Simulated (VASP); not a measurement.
# B (Pm-3m) in VASP: further runs

The runs below take B through density of states, with PBE.

All numbers are computed with VASP 6.6.1; they aren't measurements. Logs are shortened: lines on timing, memory, paths and dates and some standing lists are left out, and cuts for length are marked.

## (1) The cell of the first run

Symmetry: Pm-3m, No. 221, cubic system. Conventional cell: a = 1.444 Å, b = 1.444 Å, c = 1.444 Å, α = 90.00°, β = 90.00°, γ = 90.00°. Within 1.9 Å of B (site symmetry m-3m) lie 6 B at 1.44 Å.

## (2) Density of states, PBE (volume scaled by 0.45)

POSCAR reads:

```
B
1.0
    1.4438926281      0.0000000000      0.0000000000
    0.0000000000      1.4438926281      0.0000000000
    0.0000000000      0.0000000000      1.4438926281
B
1
Direct
    0.0000000000      0.0000000000      0.0000000000
```

INCAR.step1 reads:

```
SYSTEM = B
PREC = Accurate
ENCUT = 520
EDIFF = 1E-7
ISMEAR = -1
SIGMA = 0.05
LREAL = .FALSE.
LASPH = .TRUE.
NELM = 60
ALGO = Normal
ISIF = 2
LWAVE = .FALSE.
LCHARG = .TRUE.
GGA = PE
NBANDS = 8
```

KPOINTS.step1 reads:

```
regular mesh
0
G
  22 22 22
  0 0 0
```

INCAR.step2 reads:

```
SYSTEM = B
PREC = Accurate
ENCUT = 520
EDIFF = 1E-7
ISMEAR = -5
SIGMA = 0.05
LREAL = .FALSE.
LASPH = .TRUE.
NELM = 60
ALGO = Normal
ISIF = 2
LWAVE = .FALSE.
LCHARG = .FALSE.
GGA = PE
LORBIT = 11
NEDOS = 2001
ICHARG = 11
```

KPOINTS.step2 reads:

```
regular mesh
0
G
  33 33 33
  0 0 0
```

Potentials or basis: VASP PAW PBE potentials, release 64 (B).

Started as:

```sh
cat potpaw_PBE.64/B/POTCAR > POTCAR
cp INCAR.step1 INCAR
cp KPOINTS.step1 KPOINTS
mpirun -np 1 vasp_std > vasp.out
cp INCAR.step2 INCAR
cp KPOINTS.step2 KPOINTS
mpirun -np 1 vasp_std > vasp.out
```

OUTCAR:

```text
SYSTEM = B
   PREC = Accurate
   ENCUT = 520
   EDIFF = 1E-7
   ISMEAR = -5
   LREAL = .FALSE.
   LASPH = .TRUE.
   NELM = 60
   ISIF = 2
   GGA = PE
   LORBIT = 11
   ICHARG = 11

 ion  position               nearest neighbor table
   1  0.000  0.000  0.000-

  LATTYP: Found a simple cubic cell.
 ALAT       =     1.4438926281

  Lattice vectors:

 A1 = (   1.4438926281,   0.0000000000,   0.0000000000)
 A2 = (   0.0000000000,   1.4438926281,   0.0000000000)
 A3 = (   0.0000000000,   0.0000000000,   1.4438926281)

Analysis of symmetry for initial positions (statically):
=====================================================================
 Subroutine PRICEL returns:
 Original cell was already a primitive cell.

 Routine SETGRP: Setting up the symmetry group for a
 simple cubic supercell.

 Subroutine GETGRP returns: Found 48 space group operations
 (whereof 48 operations were pure point group operations)
 out of a pool of 48 trial point group operations.

The static configuration has the point symmetry O_h .

Analysis of symmetry for dynamics (positions and initial velocities):
=====================================================================
 Subroutine PRICEL returns:
 Original cell was already a primitive cell.

 Routine SETGRP: Setting up the symmetry group for a
 simple cubic supercell.

 Subroutine GETGRP returns: Found 48 space group operations
 (whereof 48 operations were pure point group operations)
 out of a pool of 48 trial point group operations.

The dynamic configuration has the point symmetry O_h .

 Subroutine INISYM returns: Found 48 space group operations
 (whereof 48 operations are pure point group operations),
 and found     1 'primitive' translations

----------------------------------------------------------------------------------------

                                     Primitive cell

  volume of cell :       3.0103

  direct lattice vectors                    reciprocal lattice vectors
     1.443892628  0.000000000  0.000000000     0.692572273  0.000000000  0.000000000
     0.000000000  1.443892628  0.000000000     0.000000000  0.692572273  0.000000000
     0.000000000  0.000000000  1.443892628     0.000000000  0.000000000  0.692572273

  length of vectors
     1.443892628  1.443892628  1.443892628     0.692572273  0.692572273  0.692572273

  position of ions in fractional coordinates (direct lattice)
     0.000000000  0.000000000  0.000000000

  ion indices of the primitive-cell ions
   primitive index   ion index
                 1           1

----------------------------------------------------------------------------------------

 KPOINTS: regular mesh

Automatic generation of k-mesh.
 Grid dimensions read from file:
 generate k-points for:   33   33   33

 Generating k-lattice:

  Cartesian coordinates                     Fractional coordinates (reciprocal lattice)
     0.020987039  0.000000000  0.000000000     0.030303030  0.000000000  0.000000000
     0.000000000  0.020987039  0.000000000     0.000000000  0.030303030  0.000000000
     0.000000000  0.000000000  0.020987039     0.000000000  0.000000000  0.030303030

  Length of vectors
     0.020987039  0.020987039  0.020987039

  Shift w.r.t. Gamma in fractional coordinates (k-lattice)
     0.000000000  0.000000000  0.000000000

 TETIRR: Found  17921 inequivalent tetrahedra from   215622

 Subroutine IBZKPT returns following result:
 ===========================================

 Found    969 irreducible k-points:

 Following reciprocal coordinates:
            Coordinates               Weight
  0.000000  0.000000  0.000000      1.000000
  0.030303  0.000000  0.000000      6.000000
  0.060606  0.000000  0.000000      6.000000
  0.090909  0.000000  0.000000      6.000000
  0.121212  0.000000  0.000000      6.000000
  0.151515  0.000000  0.000000      6.000000
[... 16 lines left out ...]
  0.181818  0.030303  0.000000     24.000000
  0.212121  0.030303  0.000000     24.000000
 [... further k-points ...]
   k-points           NKPTS =    969   k-points in BZ     NKDIM =    969   number of bands    NBANDS=      5
   number of dos      NEDOS =   2001   number of ions     NIONS =      1
   total plane-waves  NPLWV =   1728
   dimension x,y,z NGX =    12 NGY =   12 NGZ =   12
   dimension x,y,z NGXF=    24 NGYF=   24 NGZF=   24
   ions per type =               1
   NGX,Y,Z   is equivalent  to a cutoff of  13.82, 13.82, 13.82 a.u.
   NGXF,Y,Z  is equivalent  to a cutoff of  27.63, 27.63, 27.63 a.u.
 SYSTEM =  B
   PREC   = accura    normal or accurate (medium, high low for compatibility)
   ISTART =      0    job   : 0-new  1-cont  2-samecut
   ICHARG =     11    charge: 1-file 2-atom 10-const
   ISPIN  =      1    spin polarized calculation?
   LNONCOLLINEAR =      F non collinear calculations
   LSORBIT =      F    spin-orbit coupling
   LASPH  =      T    aspherical Exc in radial PAW
   ENCUT  =  520.0 eV  38.22 Ry    6.18 a.u.   2.68  2.68  2.68*2*pi/ulx,y,z
   NELM   =     60;   NELMIN=  2; NELMDL=  0     # of ELM steps
   EDIFF  = 0.1E-06   stopping-criterion for ELM
   LREAL  =      F    real-space projection
   EDIFFG = 0.1E-05   stopping-criterion for IOM
   NSW    =      0    number of steps for IOM
   IBRION =     -1    ionic relax: 0-MD 1-quasi-New 2-CG
   NFREE  =      0    steps in history (QN), initial steepest desc. (CG)
   ISIF   =      2    stress and relaxation
   ISYM   =      2    0-nonsym 1-usesym 2-fastsym
   POTIM  = 0.5000    time-step for ionic-motion
   TEBEG  =    0.0;   TEEND  =   0.0 temperature during run
   PSTRESS=    0.0 pullay stress
   NELECT =       3.0000    total number of electrons
   NUPDOWN=      -1.0000    fix difference up-down
   EMIN   =  10.00;   EMAX   =-10.00  energy-range for DOS
   EFERMI =   0.00;   METHOD = LEGACY
   ISMEAR =    -5;   SIGMA  =   0.05  broadening in eV -4-tet -1-fermi 0-gaus
   EFERMI_NEDOS =   21; number of points for ismear=-14 and -15
   IALGO  =     38    algorithm
   IMIX   =      4    mixing-type and parameters
     AMIX     =   0.40;   BMIX     =  1.00
     AMIX_MAG =   1.60;   BMIX_MAG =  1.00
  volume/ion in A,a.u.               =       3.01        20.31
  Fermi-wavevector in a.u.,A,eV,Ry     =   1.635236  3.090147 36.381920  2.673996
  Thomas-Fermi vector in A             =   2.726742
   LORBIT       =     11    0 simple, 1 ext, 2 COOP (PROOUT), +10 PAW based schemes
   GGA     = PE    functional components
   LHFCALC =     F    Hartree Fock is set to
   AEXX    =    0.0000 exact exchange contribution
   IVDW    =     0    specifies the selected vdW correction
   LEPSILON=     F    determine dielectric tensor
   LRPA    =     F    only Hartree local field effects (RPA)
 non-spin polarized calculation
 Fermi weights with tetrahedron method with Bloechl corrections
  energy-cutoff  :      520.00
  volume of cell :        3.01
 maximum number of plane-waves:        88
 NGX is ok and might be reduce to    12

 number of electron       3.0000000 magnetization

 Free energy of the ion-electron system (eV)
  ---------------------------------------------------
  ext. energy  EPLUGINS =         0.00000000
  ---------------------------------------------------
  free energy    TOTEN  =        -0.88470208 eV

  energy without entropy =       -0.88470208  energy(sigma->0) =       -0.88470208

 E-fermi :  17.4583     XC(G=0): -16.0586

 val. band max:       17.5262768308   @ k =   0.4848   0.4848   0.2727
 cond. band min:      17.4862093848   @ k =   0.4242   0.3333   0.2424
 fundamental gap:     -0.0400674460
 Fermi energy:        17.4582792584

 k-point     1 :       0.0000    0.0000    0.0000
  band No.  band energies     occupation
      1      -7.6244      2.00000
      2      42.7459      0.00000
      3      42.7459      0.00000
      4      42.7459      0.00000
      5      54.8851      0.00000

 k-point     2 :       0.0303    0.0000    0.0000
  band No.  band energies     occupation
      1      -7.5812      2.00000
      2      41.8772      0.00000
      3      42.7990      0.00000
      4      42.7990      0.00000
      5      54.9491      0.00000

 k-point     3 :       0.0606    0.0000    0.0000
  band No.  band energies     occupation
      1      -7.4515      2.00000
      2      39.8158      0.00000
      3      42.9580      0.00000
      4      42.9580      0.00000
      5      55.1409      0.00000

 k-point     4 :       0.0909    0.0000    0.0000
  band No.  band energies     occupation
      1      -7.2358      2.00000
      2      37.2746      0.00000
      3      43.2215      0.00000
      4      43.2215      0.00000
      5      55.4604      0.00000

 k-point     5 :       0.1212    0.0000    0.0000
  band No.  band energies     occupation
      1      -6.9351      2.00000
      2      34.5921      0.00000
      3      43.5870      0.00000
      4      43.5870      0.00000
      5      55.9068      0.00000

 k-point     6 :       0.1515    0.0000    0.0000
  band No.  band energies     occupation
      1      -6.5505      2.00000
      2      31.9066      0.00000
      3      44.0509      0.00000
      4      44.0509      0.00000
      5      56.4794      0.00000
[... 113 lines left out ...]
 k-point    21 :       0.1212    0.0303    0.0000
  band No.  band energies     occupation
      1      -6.8908      2.00000
      2      34.5549      0.00000
      3      42.9380      0.00000
      4      43.6399      0.00000
      5      56.6429      0.00000

 k-point    22 :       0.1515    0.0303    0.0000
  band No.  band energies     occupation
      1      -6.5057      2.00000
      2      31.8877      0.00000
      3      43.4034      0.00000
      4      44.1036      0.00000
      5      57.2118      0.00000

 k-point    23 :       0.1818    0.0303    0.0000
  band No.  band energies     occupation
      1      -6.0384      2.00000
      2      29.2734      0.00000
      3      43.9654      0.00000
      4      44.6604      0.00000
      5      57.9011      0.00000

 k-point    24 :       0.2121    0.0303    0.0000
  band No.  band energies     occupation
      1      -5.4915      2.00000
      2      26.7461      0.00000
      3      44.6161      0.00000
      4      45.3031      0.00000
      5      58.7097      0.00000

 [... further k-points ...]

------------------------ aborting loop because EDIFF is reached ----------------------------------------

  FORCE on cell =-STRESS in cart. coord.  units (eV):
  Direction    XX          YY          ZZ          XY          YZ          ZX
  --------------------------------------------------------------------------------------
  -------------------------------------------------------------------------------------
  Total       14.0772048     14.0772048     14.0772048      0.0000000      0.0000000     -0.0000000
  in kB     7492.4234576   7492.4234576   7492.4234576      0.0000000      0.0000000     -0.0000000
  external PRESSURE =    7492.4234576 kB  Pullay stress =       0.0000000 kB

 VOLUME and BASIS-vectors are now :
 -----------------------------------------------------------------------------
  energy-cutoff  :      520.00
  volume of cell :        3.01
      direct lattice vectors                 reciprocal lattice vectors
     1.443892628  0.000000000  0.000000000     0.692572273  0.000000000  0.000000000
     0.000000000  1.443892628  0.000000000     0.000000000  0.692572273  0.000000000
     0.000000000  0.000000000  1.443892628     0.000000000  0.000000000  0.692572273

 POSITION                                       TOTAL-FORCE (eV/Angst)
 -----------------------------------------------------------------------------------
      0.00000      0.00000      0.00000         0.000000      0.000000      0.000000
 -----------------------------------------------------------------------------------
    total drift:                                0.000000     -0.000000     -0.000000

  FREE ENERGIE OF THE ION-ELECTRON SYSTEM (eV)
  ---------------------------------------------------
  free  energy   TOTEN  =        -0.8847020764 eV

  energy  without entropy=       -0.8847020764  energy(sigma->0) =       -0.88470208

 total charge

# of ion       s       p       d       tot
------------------------------------------
    1        1.025   2.180   0.000   3.205
```

It took 38 s on 1 thread of AMD EPYC 7R43 (Zen 3), shared host; peak memory 0.09 GiB.

Caveat: tetrahedron occupations give inexact forces and stress in metals.

## (3) Density of states, PBE (volume scaled by 0.52)

POSCAR reads:

```
B
1.0
    1.5151833025      0.0000000000      0.0000000000
    0.0000000000      1.5151833025      0.0000000000
    0.0000000000      0.0000000000      1.5151833025
B
1
Direct
    0.0000000000      0.0000000000      0.0000000000
```

INCAR.step1 reads:

```
SYSTEM = B
ALGO = Normal ; EDIFF = 1E-6
ENCUT = 520 ; GGA = PE
ISIF = 2 ; ISMEAR = -1
LASPH = .True. ; LCHARG = .True.
LREAL = .False. ; LWAVE = .False.
NBANDS = 8 ; NELM = 80
PREC = Accurate ; SIGMA = 0.05
```

KPOINTS.step1 reads:

```
k-points
0
Gamma
  22 22 22
  0 0 0
```

INCAR.step2 reads:

```
SYSTEM = B
ALGO = Normal ; EDIFF = 1E-6
ENCUT = 520 ; GGA = PE
ICHARG = 11 ; ISIF = 2
ISMEAR = -5 ; LASPH = .True.
LCHARG = .False. ; LORBIT = 10
LREAL = .False. ; LWAVE = .False.
NEDOS = 2001 ; NELM = 80
PREC = Accurate ; SIGMA = 0.05
```

KPOINTS.step2 reads:

```
k-points
0
Gamma
  33 33 33
  0 0 0
```

Potentials or basis: VASP PAW PBE potentials, release 64 (B).

Started as:

```sh
cat potpaw_PBE.64/B/POTCAR > POTCAR
cp INCAR.step1 INCAR
cp KPOINTS.step1 KPOINTS
mpirun -np 1 vasp_std > vasp.out
cp INCAR.step2 INCAR
cp KPOINTS.step2 KPOINTS
mpirun -np 1 vasp_std > vasp.out
```

OUTCAR:

```text
SYSTEM = B
   EDIFF = 1E-6
   ENCUT = 520
   GGA = PE
   ICHARG = 11
   ISIF = 2
   ISMEAR = -5
   LASPH = .True.
   LORBIT = 10
   LREAL = .False.
   NELM = 80
   PREC = Accurate

 ion  position               nearest neighbor table
   1  0.000  0.000  0.000-

  LATTYP: Found a simple cubic cell.
 ALAT       =     1.5151833025

  Lattice vectors:

 A1 = (   1.5151833025,   0.0000000000,   0.0000000000)
 A2 = (   0.0000000000,   1.5151833025,   0.0000000000)
 A3 = (   0.0000000000,   0.0000000000,   1.5151833025)

Analysis of symmetry for initial positions (statically):
=====================================================================
 Subroutine PRICEL returns:
 Original cell was already a primitive cell.

 Routine SETGRP: Setting up the symmetry group for a
 simple cubic supercell.

 Subroutine GETGRP returns: Found 48 space group operations
 (whereof 48 operations were pure point group operations)
 out of a pool of 48 trial point group operations.

[... 161 lines left out ...]

 E-fermi :  15.1469     XC(G=0): -15.3330

 val. band max:       15.0964835744   @ k =   0.3333   0.3333   0.0606
 cond. band min:      15.1107160521   @ k =   0.4848   0.3636   0.3030
 fundamental gap:      0.0142324777
 Fermi energy:        15.1468549356

 k-point     1 :       0.0000    0.0000    0.0000
  band No.  band energies     occupation
      1      -8.0106      2.00000
      2      37.8769      0.00000
      3      37.8769      0.00000
      4      37.8769      0.00000
      5      49.6019      0.00000
[... 177 lines left out ...]
 k-point    24 :       0.2121    0.0303    0.0000
  band No.  band energies     occupation
      1      -5.9512      2.00000
      2      23.5013      0.00000
      3      39.5411      0.00000
      4      40.1360      0.00000
      5      53.0170      0.00000

 [... further k-points ...]

------------------------ aborting loop because EDIFF is reached ----------------------------------------

  FORCE on cell =-STRESS in cart. coord.  units (eV):
  Direction    XX          YY          ZZ          XY          YZ          ZX
  --------------------------------------------------------------------------------------
  -------------------------------------------------------------------------------------
  Total       10.4518338     10.4518338     10.4518338     -0.0000000     -0.0000000      0.0000000
  in kB     4814.0162372   4814.0162372   4814.0162372     -0.0000000     -0.0000000      0.0000000
  external PRESSURE =    4814.0162372 kB  Pullay stress =       0.0000000 kB

 VOLUME and BASIS-vectors are now :
 -----------------------------------------------------------------------------
  energy-cutoff  :      520.00
  volume of cell :        3.48
      direct lattice vectors                 reciprocal lattice vectors
     1.515183303  0.000000000  0.000000000     0.659986154  0.000000000  0.000000000
     0.000000000  1.515183303  0.000000000     0.000000000  0.659986154  0.000000000
     0.000000000  0.000000000  1.515183303     0.000000000  0.000000000  0.659986154

 POSITION                                       TOTAL-FORCE (eV/Angst)
 -----------------------------------------------------------------------------------
      0.00000      0.00000      0.00000         0.000000      0.000000      0.000000
 -----------------------------------------------------------------------------------
    total drift:                                0.000000     -0.000000     -0.000000

  FREE ENERGIE OF THE ION-ELECTRON SYSTEM (eV)
  ---------------------------------------------------
  free  energy   TOTEN  =        -2.6541629255 eV

  energy  without entropy=       -2.6541629255  energy(sigma->0) =       -2.65416293

 total charge

# of ion       s       p       d       tot
------------------------------------------
    1        0.944   1.923   0.000   2.867
```

Wall time 32 s (1 thread of AMD EPYC 7R43 (Zen 3), shared host); peak memory 0.1 GiB.

What came out:

* Valence electrons inside the program's atomic spheres: B 2.87

Caveat: tetrahedron occupations give inexact forces and stress in metals.

(Continued in part 2 of 2.)
